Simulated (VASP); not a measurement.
# LiPb (R-3m) in VASP: notebook

The runs below take LiPb through single point, with LDA.

Everything below comes from runs of VASP 6.6.1. Logs are shortened: lines on timing, memory, paths and dates and some standing lists are left out, and cuts for length are marked.

### Step 1. The cell of the first run

The structure is trigonal, space group R-3m (No. 166). The conventional cell has a = 4.850 Å, b = 4.850 Å, c = 6.018 Å, α = 90.00°, β = 90.00°, γ = 120.00°. Li (site symmetry -3m) has 8 Pb at 2.97 to 3.01 Å and 6 Li at 3.44 Å within 3.9 Å. Within 3.9 Å of Pb (site symmetry -3m) lie 8 Li at 2.97 to 3.01 Å and 6 Pb at 3.44 Å.

### Step 2. Single point, LDA

INCAR reads:

```
PREC = Accurate ; ENCUT = 520
EDIFF = 1E-6 ; ISMEAR = -1
SIGMA = 0.1 ; LREAL = False
LASPH = True ; NELM = 60
ALGO = Normal ; ISIF = 2
LWAVE = False ; LCHARG = False
GGA = CA ; NBANDS = 16
```

KPOINTS reads:

```
regular mesh
0
Gamma
  7 7 7
```

POSCAR reads:

```
LiPb
1.0
    2.4251502382      1.4001612438      2.0061268764
   -2.4251502382      1.4001612438      2.0061268764
    0.0000000000     -2.8003224875      2.0061268764
Li Pb
1 1
Direct
    0.5000000000      0.5000000000      0.5000000000
    0.0000000000      0.0000000000      0.0000000000
```

Potentials or basis: VASP PAW LDA potentials, release 64 (Li_sv, Pb_d).

Started as:

```bash
cat potpaw_LDA.64/Li_sv/POTCAR potpaw_LDA.64/Pb_d/POTCAR > POTCAR
mpirun -np 1 vasp_std > vasp.out
```

OUTCAR:

```text
PREC = Accurate
   ENCUT = 520
   EDIFF = 1E-6
   ISMEAR = -1
   LREAL = False
   LASPH = True
   NELM = 60
   ISIF = 2
   GGA = CA

 ion  position               nearest neighbor table
   1  0.500  0.500  0.500-   2 2.97   2 2.97   2 2.97   2 2.97   2 2.97   2 2.97   2 3.01   2 3.01

   2  0.000  0.000  0.000-   1 2.97   1 2.97   1 2.97   1 2.97   1 2.97   1 2.97   1 3.01   1 3.01

  LATTYP: Found a trigonal (rhomboedric) cell.
 ALAT       =     3.4447570420
 COS(alpha) =     0.0087341113

  Lattice vectors:

 A1 = (   2.4251502382,   1.4001612438,   2.0061268764)
 A2 = (  -2.4251502382,   1.4001612438,   2.0061268764)
 A3 = (   0.0000000000,  -2.8003224875,   2.0061268764)

Analysis of symmetry for initial positions (statically):
=====================================================================
 Subroutine PRICEL returns:
 Original cell was already a primitive cell.

 Routine SETGRP: Setting up the symmetry group for a
 trigonal (rhombohedral) supercell.

 Subroutine GETGRP returns: Found 12 space group operations
 (whereof 12 operations were pure point group operations)
 out of a pool of 12 trial point group operations.

The static configuration has the point symmetry D_3d.

Analysis of symmetry for dynamics (positions and initial velocities):
=====================================================================
 Subroutine PRICEL returns:
 Original cell was already a primitive cell.

 Routine SETGRP: Setting up the symmetry group for a
 trigonal (rhombohedral) supercell.

 Subroutine GETGRP returns: Found 12 space group operations
 (whereof 12 operations were pure point group operations)
 out of a pool of 12 trial point group operations.

The dynamic configuration has the point symmetry D_3d.

 Subroutine INISYM returns: Found 12 space group operations
 (whereof 12 operations are pure point group operations),
 and found     1 'primitive' translations

----------------------------------------------------------------------------------------

                                     Primitive cell

  volume of cell :      40.8720

  direct lattice vectors                    reciprocal lattice vectors
     2.425150238  1.400161244  2.006126876     0.206172794  0.119033909  0.166157653
    -2.425150238  1.400161244  2.006126876    -0.206172794  0.119033909  0.166157653
     0.000000000 -2.800322487  2.006126876     0.000000000 -0.238067819  0.166157653

  length of vectors
     3.444756919  3.444756919  3.444757042     0.290318202  0.290318202  0.290318191

  position of ions in fractional coordinates (direct lattice)
     0.500000000  0.500000000  0.500000000
     0.000000000  0.000000000  0.000000000

  ion indices of the primitive-cell ions
   primitive index   ion index
                 1           1
                 2           2

----------------------------------------------------------------------------------------

 KPOINTS: regular mesh

Automatic generation of k-mesh.
 Grid dimensions read from file:
 generate k-points for:    7    7    7

 Generating k-lattice:

  Cartesian coordinates                     Fractional coordinates (reciprocal lattice)
     0.029453256  0.017004844  0.023736808     0.142857143 -0.000000000 -0.000000000
    -0.029453256  0.017004844  0.023736808    -0.000000000  0.142857143 -0.000000000
     0.000000000 -0.034009688  0.023736808     0.000000000  0.000000000  0.142857143

  Length of vectors
     0.041474029  0.041474029  0.041474027

  Shift w.r.t. Gamma in fractional coordinates (k-lattice)
     0.000000000  0.000000000  0.000000000

 Subroutine IBZKPT returns following result:
 ===========================================

 Found     44 irreducible k-points:

 Following reciprocal coordinates:
            Coordinates               Weight
  0.000000  0.000000  0.000000      1.000000
  0.142857  0.000000  0.000000      6.000000
  0.285714  0.000000  0.000000      6.000000
  0.428571  0.000000  0.000000      6.000000
  0.142857  0.142857  0.000000      6.000000
  0.285714  0.142857  0.000000     12.000000
[... 16 lines left out ...]
  0.285714  0.285714  0.142857      6.000000
  0.428571  0.285714  0.142857     12.000000
 [... further k-points ...]
   k-points           NKPTS =     44   k-points in BZ     NKDIM =     44   number of bands    NBANDS=     16
   number of dos      NEDOS =    301   number of ions     NIONS =      2
   total plane-waves  NPLWV =  21952
   dimension x,y,z NGX =    28 NGY =   28 NGZ =   28
   dimension x,y,z NGXF=    56 NGYF=   56 NGZF=   56
   ions per type =               1   1
   NGX,Y,Z   is equivalent  to a cutoff of  13.51, 13.51, 13.51 a.u.
   NGXF,Y,Z  is equivalent  to a cutoff of  27.03, 27.03, 27.03 a.u.
 SYSTEM =  unknown system
   PREC   = accura    normal or accurate (medium, high low for compatibility)
   ISTART =      0    job   : 0-new  1-cont  2-samecut
   ICHARG =      2    charge: 1-file 2-atom 10-const
   ISPIN  =      1    spin polarized calculation?
   LNONCOLLINEAR =      F non collinear calculations
   LSORBIT =      F    spin-orbit coupling
   LASPH  =      T    aspherical Exc in radial PAW
   ENCUT  =  520.0 eV  38.22 Ry    6.18 a.u.   6.40  6.40  6.40*2*pi/ulx,y,z
   NELM   =     60;   NELMIN=  2; NELMDL= -5     # of ELM steps
   EDIFF  = 0.1E-05   stopping-criterion for ELM
   LREAL  =      F    real-space projection
   EDIFFG = 0.1E-04   stopping-criterion for IOM
   NSW    =      0    number of steps for IOM
   IBRION =     -1    ionic relax: 0-MD 1-quasi-New 2-CG
   NFREE  =      0    steps in history (QN), initial steepest desc. (CG)
   ISIF   =      2    stress and relaxation
   ISYM   =      2    0-nonsym 1-usesym 2-fastsym
   POTIM  = 0.5000    time-step for ionic-motion
   TEBEG  =    0.0;   TEEND  =   0.0 temperature during run
   PSTRESS=    0.0 pullay stress
   NELECT =      17.0000    total number of electrons
   NUPDOWN=      -1.0000    fix difference up-down
   EMIN   =  10.00;   EMAX   =-10.00  energy-range for DOS
   EFERMI =   0.00;   METHOD = LEGACY
   ISMEAR =    -1;   SIGMA  =   0.10  broadening in eV -4-tet -1-fermi 0-gaus
   EFERMI_NEDOS =   21; number of points for ismear=-14 and -15
   IALGO  =     38    algorithm
   IMIX   =      4    mixing-type and parameters
     AMIX     =   0.40;   BMIX     =  1.00
     AMIX_MAG =   1.60;   BMIX_MAG =  1.00
  volume/ion in A,a.u.               =      20.44       137.91
  Fermi-wavevector in a.u.,A,eV,Ry     =   1.222031  2.309304 20.318406  1.493361
  Thomas-Fermi vector in A             =   2.357193
   LORBIT       =      0    0 simple, 1 ext, 2 COOP (PROOUT), +10 PAW based schemes
   GGA     = CA    functional components
   LHFCALC =     F    Hartree Fock is set to
   AEXX    =    0.0000 exact exchange contribution
   IVDW    =     0    specifies the selected vdW correction
   LEPSILON=     F    determine dielectric tensor
   LRPA    =     F    only Hartree local field effects (RPA)
 non-spin polarized calculation
  energy-cutoff  :      520.00
  volume of cell :       40.87
 maximum number of plane-waves:      1112
 NGX is ok and might be reduce to    28
   NGX = 13   NGY = 13   NGZ = 13

 number of electron      16.9999997 magnetization

 Free energy of the ion-electron system (eV)
  ---------------------------------------------------
  ext. energy  EPLUGINS =         0.00000000
  ---------------------------------------------------
  free energy    TOTEN  =        -7.00003429 eV

  energy without entropy =       -6.98695087  energy(sigma->0) =       -6.99349258

 E-fermi :   5.9612     XC(G=0): -10.0407

 val. band max:        5.8220712527   @ k =   0.2857   0.2857   0.2857
 cond. band min:       6.1484214987   @ k =  -0.2857   0.4286   0.2857
 fundamental gap:      0.3263502460
 Fermi energy:         5.9612352576

 k-point     1 :       0.0000    0.0000    0.0000
  band No.  band energies     occupation
      1     -39.5700      2.00000
      2     -10.8173      2.00000
      3     -10.8173      2.00000
      4     -10.4991      2.00000
      5     -10.4991      2.00000
      6     -10.4966      2.00000
[... 8 lines left out ...]
     15      19.6089      0.00000
     16      19.6089      0.00000

 k-point     2 :       0.1429    0.0000    0.0000
  band No.  band energies     occupation
      1     -39.5696      2.00000
      2     -10.8137      2.00000
      3     -10.7655      2.00000
      4     -10.5184      2.00000
      5     -10.5166      2.00000
      6     -10.4965      2.00000
[... 8 lines left out ...]
     15      18.3221      0.00000
     16      18.8361      0.00000

 k-point     3 :       0.2857    0.0000    0.0000
  band No.  band energies     occupation
      1     -39.5687      2.00000
      2     -10.8054      2.00000
      3     -10.6508      2.00000
      4     -10.5612      2.00000
      5     -10.5590      2.00000
      6     -10.4928      2.00000
[... 8 lines left out ...]
     15      16.9422      0.00000
     16      17.9404      0.00000

 k-point     4 :       0.4286    0.0000    0.0000
  band No.  band energies     occupation
      1     -39.5681      2.00000
      2     -10.7987      2.00000
      3     -10.5952      2.00000
      4     -10.5931      2.00000
      5     -10.5603      2.00000
      6     -10.4898      2.00000
[... 8 lines left out ...]
     15      16.2871      0.00000
     16      16.3425      0.00000

 k-point     5 :       0.1429    0.1429    0.0000
  band No.  band energies     occupation
      1     -39.5692      2.00000
      2     -10.7867      2.00000
      3     -10.7358      2.00000
      4     -10.5381      2.00000
      5     -10.5158      2.00000
      6     -10.5152      2.00000
[... 8 lines left out ...]
     15      17.8455      0.00000
     16      18.4270      0.00000

 k-point     6 :       0.2857    0.1429    0.0000
  band No.  band energies     occupation
      1     -39.5684      2.00000
      2     -10.7703      2.00000
      3     -10.6267      2.00000
      4     -10.5833      2.00000
      5     -10.5577      2.00000
      6     -10.5113      2.00000
[... 8 lines left out ...]
     15      17.1166      0.00000
     16      19.1885      0.00000

 k-point     7 :       0.4286    0.1429    0.0000
  band No.  band energies     occupation
      1     -39.5677      2.00000
      2     -10.7625      2.00000
      3     -10.6192      2.00000
      4     -10.5913      2.00000
      5     -10.5350      2.00000
      6     -10.5079      2.00000
[... 8 lines left out ...]
     15      16.9009      0.00000
     16      18.3312      0.00000

 k-point     8 :      -0.4286    0.1429    0.0000
  band No.  band energies     occupation
      1     -39.5677      2.00000
      2     -10.7625      2.00000
      3     -10.6188      2.00000
      4     -10.5914      2.00000
      5     -10.5352      2.00000
      6     -10.5079      2.00000
[... 8 lines left out ...]
     15      17.0298      0.00000
     16      18.1186      0.00000

 k-point     9 :      -0.2857    0.1429    0.0000
  band No.  band energies     occupation
      1     -39.5684      2.00000
      2     -10.7702      2.00000
      3     -10.6270      2.00000
      4     -10.5827      2.00000
      5     -10.5579      2.00000
      6     -10.5113      2.00000
[... 8 lines left out ...]
     15      17.1220      0.00000
     16      19.2316      0.00000
[... 172 lines left out ...]
 k-point    19 :       0.4286    0.1429    0.1429
  band No.  band energies     occupation
      1     -39.5674      2.00000
      2     -10.7187      2.00000
      3     -10.6176      2.00000
      4     -10.6157      2.00000
      5     -10.5291      2.00000
      6     -10.5159      2.00000
[... 8 lines left out ...]
     15      17.1944      0.00000
     16      19.0384      0.00000

 k-point    20 :      -0.4286    0.1429    0.1429
  band No.  band energies     occupation
      1     -39.5674      2.00000
      2     -10.7188      2.00000
      3     -10.6170      2.00000
      4     -10.6154      2.00000
      5     -10.5292      2.00000
      6     -10.5162      2.00000
[... 8 lines left out ...]
     15      17.3842      0.00000
     16      18.7786      0.00000

 k-point    21 :      -0.2857    0.1429    0.1429
  band No.  band energies     occupation
      1     -39.5680      2.00000
      2     -10.7251      2.00000
      3     -10.6130      2.00000
      4     -10.5805      2.00000
      5     -10.5801      2.00000
      6     -10.5314      2.00000
[... 8 lines left out ...]
     15      16.3712      0.00000
     16      19.0886      0.00000

 k-point    22 :      -0.1429    0.1429    0.1429
  band No.  band energies     occupation
      1     -39.5688      2.00000
      2     -10.7330      2.00000
      3     -10.7326      2.00000
      4     -10.5382      2.00000
      5     -10.5352      2.00000
      6     -10.5335      2.00000
[... 8 lines left out ...]
     15      16.5759      0.00000
     16      16.9153      0.00000

 k-point    23 :       0.2857    0.2857    0.1429
  band No.  band energies     occupation
      1     -39.5672      2.00000
      2     -10.6655      2.00000
      3     -10.6312      2.00000
      4     -10.5767      2.00000
      5     -10.5762      2.00000
      6     -10.5379      2.00000
[... 8 lines left out ...]
     15      18.7422      0.00000
     16      19.8457      0.00000

 k-point    24 :       0.4286    0.2857    0.1429
  band No.  band energies     occupation
      1     -39.5666      2.00000
      2     -10.6723      2.00000
      3     -10.6468      2.00000
      4     -10.6110      2.00000
      5     -10.5721      2.00000
      6     -10.4501      2.00000
[... 8 lines left out ...]
     15      18.9450      0.00000
     16      20.1078      0.00000

 [... further k-points ...]

------------------------ aborting loop because EDIFF is reached ----------------------------------------

  FORCE on cell =-STRESS in cart. coord.  units (eV):
  Direction    XX          YY          ZZ          XY          YZ          ZX
  --------------------------------------------------------------------------------------
  -------------------------------------------------------------------------------------
  Total        0.2504824      0.2504824      0.0958086      0.0000000      0.0000000      0.0000000
  in kB        9.8188685      9.8188699      3.7556801      0.0000000      0.0000000      0.0000000
  external PRESSURE =       7.7978062 kB  Pullay stress =       0.0000000 kB

 VOLUME and BASIS-vectors are now :
 -----------------------------------------------------------------------------
  energy-cutoff  :      520.00
  volume of cell :       40.87
      direct lattice vectors                 reciprocal lattice vectors
     2.425150238  1.400161244  2.006126876     0.206172794  0.119033909  0.166157653
    -2.425150238  1.400161244  2.006126876    -0.206172794  0.119033909  0.166157653
     0.000000000 -2.800322487  2.006126876     0.000000000 -0.238067819  0.166157653

 POSITION                                       TOTAL-FORCE (eV/Angst)
 -----------------------------------------------------------------------------------
      0.00000      0.00000      3.00919         0.000000      0.000000      0.000000
      0.00000      0.00000      0.00000        -0.000000      0.000000     -0.000000
 -----------------------------------------------------------------------------------
    total drift:                               -0.000000     -0.000000      0.000000

  FREE ENERGIE OF THE ION-ELECTRON SYSTEM (eV)
  ---------------------------------------------------
  free  energy   TOTEN  =        -7.0000342910 eV

  energy  without entropy=       -6.9869508692  energy(sigma->0) =       -6.99349258
```

Run time: 34 s. Hardware: 1 thread of Intel Xeon 8259CL, shared host; peak memory 0.16 GiB.

Results:

```yaml
Free_energy: -7.0000 eV
Band_gap_on_the_k_mesh: zero (an odd number of electrons rules out a gap without spin polarisation)
```

Caveat: the cutoff is under 1.25 times the usual one of these potentials, so pressure, stress and relaxed cells hold a basis-set (Pulay) error; spin-orbit coupling is left out, which moves the levels of the heavy elements.

### Step 3. Single point, LDA

This run uses another cell than the first one, of 21.03 Å³/atom.

INCAR reads:

```
PREC = Accurate
ENCUT = 520
EDIFF = 1E-6
ISMEAR = -1
SIGMA = 0.1
LREAL = False
LASPH = True
NELM = 80
ALGO = Normal
ISIF = 2
LWAVE = False
LCHARG = True
LELF = True
LVHAR = True
NBANDS = 16
```

KPOINTS is that of step 2.

POSCAR reads:

```
LiPb
1.0
    2.4483588277      1.4135607301      2.0253254293
   -2.4483588277      1.4135607301      2.0253254293
    0.0000000000     -2.8271214603      2.0253254293
Li Pb
1 1
Direct
    0.5000000000      0.5000000000      0.5000000000
    0.0000000000      0.0000000000      0.0000000000
```

Potentials or basis: VASP PAW LDA potentials, release 64 (Li_sv, Pb_d).

Started as:

```bash
cat potpaw_LDA.64/Li_sv/POTCAR potpaw_LDA.64/Pb_d/POTCAR > POTCAR
mpirun -np 1 vasp_std > vasp.out
```

Run time: 32 s. Hardware: 1 thread of Intel Xeon 8259CL, shared host; peak memory 0.16 GiB.

Results (log left out):

- Free energy: -7.0014 eV
- Band gap on the k mesh: zero (an odd number of electrons rules out a gap without spin polarisation)

Levels at points of the mesh, in eV from the Fermi level:
```tsv
k point	band 5	band 6	band 7	band 8	band 9	band 10	band 11	band 12	band 13	band 14
(0.00, 0.00, 0.00)	-16.43	-16.43	-10.60	2.43	2.43	2.53	6.16	6.86	6.86	13.12
```

Caveat: the cutoff is under 1.25 times the usual one of these potentials, so pressure, stress and relaxed cells hold a basis-set (Pulay) error; spin-orbit coupling is left out, which moves the levels of the heavy elements.
